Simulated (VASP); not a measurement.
# GaSb (I-4m2) in VASP: further runs, part 2 of 2

VASP 6.6.1. The steps go on from the part before.

### Step 3. Single point, PBE (strain +0.0450 x Voigt [1, 0, 0, 0, 0, 0])

The input, INCAR:

```
  ALGO = Normal
  EDIFF = 1E-6
  ENCUT = 520
  GGA = PE
  ISIF = 2
  ISMEAR = 0
  LASPH = T
  LCHARG = F
  LREAL = F
  LWAVE = F
  NBANDS = 16
  NELM = 60
  PREC = Accurate
  SIGMA = 0.15
```

The input, KPOINTS:

```
k-points
0
Gamma
  14 14 14
```

The input, POSCAR:

```
GaSb
1.0
    0.0000000000      3.0590000000      3.0590000000
    3.1966550000      0.0000000000      3.0590000000
    3.1966550000      3.0590000000      0.0000000000
Ga Sb
1 1
Direct
    0.0000000000      0.0000000000      0.0000000000
    0.7500000000      0.7500000000      0.7500000000
```

Potentials or basis: VASP PAW PBE potentials, release 64 (Ga_d, Sb).

Run with:

```bash
$ cat potpaw_PBE.64/Ga_d/POTCAR potpaw_PBE.64/Sb/POTCAR > POTCAR
$ mpirun -np 1 vasp_std > vasp.out
```

OUTCAR:

```text
EDIFF = 1E-6
   ENCUT = 520
   GGA = PE
   ISIF = 2
   ISMEAR = 0
   LASPH = T
   LREAL = F
   NELM = 60
   PREC = Accurate

 ion  position               nearest neighbor table
   1  0.000  0.000  0.000-   2 2.69   2 2.69   2 2.69   2 2.69
   2  0.750  0.750  0.750-   1 2.69   1 2.69   1 2.69   1 2.69

  LATTYP: Found a body centered tetragonal cell.
 ALAT       =     4.3260792873
 C/A-ratio  =     1.4778531727

  Lattice vectors:

 A1 = (   3.1966550000,   0.0000000000,   3.0590000000)
 A2 = (   3.1966550000,   0.0000000000,  -3.0590000000)
 A3 = (  -3.1966550000,   3.0590000000,   0.0000000000)

Analysis of symmetry for initial positions (statically):
=====================================================================
 Subroutine PRICEL returns:
 Original cell was already a primitive cell.

 Routine SETGRP: Setting up the symmetry group for a
 body centered tetragonal supercell.

 Subroutine GETGRP returns: Found  8 space group operations
 (whereof  8 operations were pure point group operations)
 out of a pool of 16 trial point group operations.

The static configuration has the point symmetry D_2d.

Analysis of symmetry for dynamics (positions and initial velocities):
=====================================================================
 Subroutine PRICEL returns:
 Original cell was already a primitive cell.

 Routine SETGRP: Setting up the symmetry group for a
 body centered tetragonal supercell.

 Subroutine GETGRP returns: Found  8 space group operations
 (whereof  8 operations were pure point group operations)
 out of a pool of 16 trial point group operations.

The dynamic configuration has the point symmetry D_2d.

 Subroutine INISYM returns: Found  8 space group operations
 (whereof  8 operations are pure point group operations),
 and found     1 'primitive' translations

----------------------------------------------------------------------------------------

                                     Primitive cell

  volume of cell :      59.8253

  direct lattice vectors                    reciprocal lattice vectors
     0.000000000  3.059000000  3.059000000    -0.156413501  0.163452109  0.163452109
     3.196655000  0.000000000  3.059000000     0.156413501 -0.163452109  0.163452109
     3.196655000  3.059000000  0.000000000     0.156413501  0.163452109 -0.163452109

  length of vectors
     4.326079287  4.424486884  4.424486884     0.279102789  0.279102789  0.279102789

  position of ions in fractional coordinates (direct lattice)
     0.000000000  0.000000000  0.000000000
     0.750000000  0.750000000  0.750000000

  ion indices of the primitive-cell ions
   primitive index   ion index
                 1           1
                 2           2

----------------------------------------------------------------------------------------

 KPOINTS: k-points

Automatic generation of k-mesh.
 Grid dimensions read from file:
 generate k-points for:   14   14   14

 Generating k-lattice:

  Cartesian coordinates                     Fractional coordinates (reciprocal lattice)
    -0.011172393  0.011675151  0.011675151     0.071428571  0.000000000  0.000000000
     0.011172393 -0.011675151  0.011675151     0.000000000  0.071428571 -0.000000000
     0.011172393  0.011675151 -0.011675151     0.000000000 -0.000000000  0.071428571

  Length of vectors
     0.019935914  0.019935914  0.019935914

  Shift w.r.t. Gamma in fractional coordinates (k-lattice)
     0.000000000  0.000000000  0.000000000

 Subroutine IBZKPT returns following result:
 ===========================================

 Found    244 irreducible k-points:

 Following reciprocal coordinates:
            Coordinates               Weight
  0.000000  0.000000  0.000000      1.000000
  0.071429  0.000000  0.000000      8.000000
  0.142857  0.000000  0.000000      8.000000
  0.214286  0.000000  0.000000      8.000000
  0.285714  0.000000  0.000000      8.000000
  0.357143  0.000000  0.000000      8.000000
[... 16 lines left out ...]
  0.214286  0.142857  0.000000     16.000000
  0.285714  0.142857  0.000000     16.000000
 [... further k-points ...]
   k-points           NKPTS =    244   k-points in BZ     NKDIM =    244   number of bands    NBANDS=     16
   number of dos      NEDOS =    301   number of ions     NIONS =      2
   total plane-waves  NPLWV =  41472
   dimension x,y,z NGX =    32 NGY =   36 NGZ =   36
   dimension x,y,z NGXF=    64 NGYF=   72 NGZF=   72
   ions per type =               1   1
   NGX,Y,Z   is equivalent  to a cutoff of  12.30, 13.53, 13.53 a.u.
   NGXF,Y,Z  is equivalent  to a cutoff of  24.59, 27.05, 27.05 a.u.
 SYSTEM =  unknown system
   PREC   = accura    normal or accurate (medium, high low for compatibility)
   ISTART =      0    job   : 0-new  1-cont  2-samecut
   ICHARG =      2    charge: 1-file 2-atom 10-const
   ISPIN  =      1    spin polarized calculation?
   LNONCOLLINEAR =      F non collinear calculations
   LSORBIT =      F    spin-orbit coupling
   LASPH  =      T    aspherical Exc in radial PAW
   ENCUT  =  520.0 eV  38.22 Ry    6.18 a.u.   8.04  8.23  8.23*2*pi/ulx,y,z
   NELM   =     60;   NELMIN=  2; NELMDL= -5     # of ELM steps
   EDIFF  = 0.1E-05   stopping-criterion for ELM
   LREAL  =      F    real-space projection
   EDIFFG = 0.1E-04   stopping-criterion for IOM
   NSW    =      0    number of steps for IOM
   IBRION =     -1    ionic relax: 0-MD 1-quasi-New 2-CG
   NFREE  =      0    steps in history (QN), initial steepest desc. (CG)
   ISIF   =      2    stress and relaxation
   ISYM   =      2    0-nonsym 1-usesym 2-fastsym
   POTIM  = 0.5000    time-step for ionic-motion
   TEBEG  =    0.0;   TEEND  =   0.0 temperature during run
   PSTRESS=    0.0 pullay stress
   NELECT =      18.0000    total number of electrons
   NUPDOWN=      -1.0000    fix difference up-down
   EMIN   =  10.00;   EMAX   =-10.00  energy-range for DOS
   EFERMI =   0.00;   METHOD = LEGACY
   ISMEAR =     0;   SIGMA  =   0.15  broadening in eV -4-tet -1-fermi 0-gaus
   EFERMI_NEDOS =   21; number of points for ismear=-14 and -15
   IALGO  =     38    algorithm
   IMIX   =      4    mixing-type and parameters
     AMIX     =   0.40;   BMIX     =  1.00
     AMIX_MAG =   1.60;   BMIX_MAG =  1.00
  volume/ion in A,a.u.               =      29.91       201.86
  Fermi-wavevector in a.u.,A,eV,Ry     =   1.096994  2.073017 16.373182  1.203395
  Thomas-Fermi vector in A             =   2.233346
   LORBIT       =      0    0 simple, 1 ext, 2 COOP (PROOUT), +10 PAW based schemes
   GGA     = PE    functional components
   LHFCALC =     F    Hartree Fock is set to
   AEXX    =    0.0000 exact exchange contribution
   IVDW    =     0    specifies the selected vdW correction
   LEPSILON=     F    determine dielectric tensor
   LRPA    =     F    only Hartree local field effects (RPA)
 non-spin polarized calculation
 Gauss-broadening in eV      SIGMA  =   0.15
  energy-cutoff  :      520.00
  volume of cell :       59.83
 maximum number of plane-waves:      1630
   NGX = 17   NGY = 17   NGZ = 17

 number of electron      17.9999998 magnetization

 Free energy of the ion-electron system (eV)
  ---------------------------------------------------
  ext. energy  EPLUGINS =         0.00000000
  ---------------------------------------------------
  free energy    TOTEN  =        -7.36292400 eV

  energy without entropy =       -7.36257828  energy(sigma->0) =       -7.36275114

 E-fermi :   4.5793     XC(G=0):  -8.9010

 val. band max:        4.5157344630   @ k =   0.0000   0.0000   0.0000
 cond. band min:       4.7214820178   @ k =   0.5000   0.0000   0.0000
 fundamental gap:      0.2057475548
 Fermi energy:         4.5792580526

 k-point     1 :       0.0000    0.0000    0.0000
  band No.  band energies     occupation
      1     -10.5266      2.00000
      2     -10.5204      2.00000
      3     -10.5204      2.00000
      4     -10.4824      2.00000
      5     -10.4767      2.00000
      6      -6.7460      2.00000
[... 8 lines left out ...]
     15      12.5460      0.00000
     16      13.2983      0.00000
[... 419 lines left out ...]
 k-point    24 :       0.2857    0.1429    0.0000
  band No.  band energies     occupation
      1     -10.5374      2.00000
      2     -10.5176      2.00000
      3     -10.5135      2.00000
      4     -10.4849      2.00000
      5     -10.4757      2.00000
      6      -6.0344      2.00000
[... 8 lines left out ...]
     15      12.6783      0.00000
     16      13.1022      0.00000

 [... further k-points ...]

------------------------ aborting loop because EDIFF is reached ----------------------------------------

  FORCE on cell =-STRESS in cart. coord.  units (eV):
  Direction    XX          YY          ZZ          XY          YZ          ZX
  --------------------------------------------------------------------------------------
  -------------------------------------------------------------------------------------
  Total       -0.4245790      0.3129946      0.3129946      0.0000000      0.0000000      0.0000000
  in kB      -11.3706259      8.3822911      8.3822911      0.0000000      0.0000000      0.0000000
  external PRESSURE =       1.7979854 kB  Pullay stress =       0.0000000 kB

 VOLUME and BASIS-vectors are now :
 -----------------------------------------------------------------------------
  energy-cutoff  :      520.00
  volume of cell :       59.83
      direct lattice vectors                 reciprocal lattice vectors
     0.000000000  3.059000000  3.059000000    -0.156413501  0.163452109  0.163452109
     3.196655000  0.000000000  3.059000000     0.156413501 -0.163452109  0.163452109
     3.196655000  3.059000000  0.000000000     0.156413501  0.163452109 -0.163452109

 POSITION                                       TOTAL-FORCE (eV/Angst)
 -----------------------------------------------------------------------------------
      0.00000      0.00000      0.00000         0.000000      0.000000      0.000000
      4.79498      4.58850      4.58850         0.000000     -0.000000     -0.000000
 -----------------------------------------------------------------------------------
    total drift:                                0.000003     -0.000005     -0.000005

  FREE ENERGIE OF THE ION-ELECTRON SYSTEM (eV)
  ---------------------------------------------------
  free  energy   TOTEN  =        -7.3629240009 eV

  energy  without entropy=       -7.3625782818  energy(sigma->0) =       -7.36275114
```

OSZICAR:

```text
N       E                     dE             d eps       ncg     rms          rms(c)
DAV:   1     0.823895235956E+02    0.82390E+02   -0.86026E+03  7936   0.136E+03
DAV:   2    -0.923551808896E+00   -0.83313E+02   -0.80247E+02  9136   0.298E+02
DAV:   3    -0.729579874964E+01   -0.63722E+01   -0.63563E+01  9512   0.653E+01
DAV:   4    -0.740834042130E+01   -0.11254E+00   -0.11253E+00  9776   0.971E+00
DAV:   5    -0.741107263486E+01   -0.27322E-02   -0.27322E-02 10120   0.133E+00    0.300E+00
DAV:   6    -0.737226028781E+01    0.38812E-01   -0.61666E-02 11192   0.377E+00    0.179E+00
DAV:   7    -0.736145828739E+01    0.10802E-01   -0.33980E-02  9112   0.148E+00    0.341E-01
DAV:   8    -0.736239227430E+01   -0.93399E-03   -0.42109E-03 10360   0.724E-01    0.730E-02
DAV:   9    -0.736285983369E+01   -0.46756E-03   -0.62691E-04  9440   0.197E-01    0.303E-02
DAV:  10    -0.736290826022E+01   -0.48427E-04   -0.51060E-05 10152   0.414E-02    0.873E-03
DAV:  11    -0.736292319525E+01   -0.14935E-04   -0.21839E-05  9312   0.322E-02    0.568E-03
DAV:  12    -0.736292421250E+01   -0.10172E-05   -0.17031E-06 10008   0.806E-03    0.127E-03
DAV:  13    -0.736292400087E+01    0.21164E-06   -0.68392E-08  5816   0.285E-03
   1 F= -.73629240E+01 E0= -.73627511E+01  d E =-.345719E-03
```

stdout:

```text
POSCAR found type information on POSCAR GaSb
 POSCAR found :  2 types and       2 ions
 scaLAPACK will be used
 LDA part: xc-table for (Slater+PW92), standard interpolation
 POSCAR, INCAR and KPOINTS ok, starting setup
 FFT: planning ... GRIDC
 FFT: planning ... GRID_SOFT
 FFT: planning ... GRID
 WAVECAR not read
 entering main loop
```

Wall time 2.1 min (1 thread of AMD EPYC 9R45 (Zen 5), shared host); peak memory 0.35 GiB.

Results:

- Free energy: -7.3629 eV
- Pressure: 0.2 GPa
- Band gap on the k mesh: zero (filled and empty bands touch)

Levels at points of the mesh, in eV from the Fermi level:
```csv
k point,band 7,band 8,band 9,band 10,band 11,band 12
"(0.00, 0.00, 0.00)",-0.44,-0.32,-0.06,-0.06,2.61,2.61
"(0.50, 0.00, 0.00)",-6.30,-1.40,-1.07,0.14,3.52,3.71
"(0.50, 0.50, 0.00)",-6.70,-2.67,-2.63,0.69,1.10,8.15
"(0.00, 0.50, 0.50)",-6.89,-2.40,-2.40,1.02,1.36,8.21
```

Caveat: the cell differs from its parent crystal (strain +0.0450 x Voigt [1, 0, 0, 0, 0, 0]); semilocal functionals underestimate gaps, so a narrow gap can read as zero; spin-orbit coupling is left out, which moves the levels of the heavy elements.
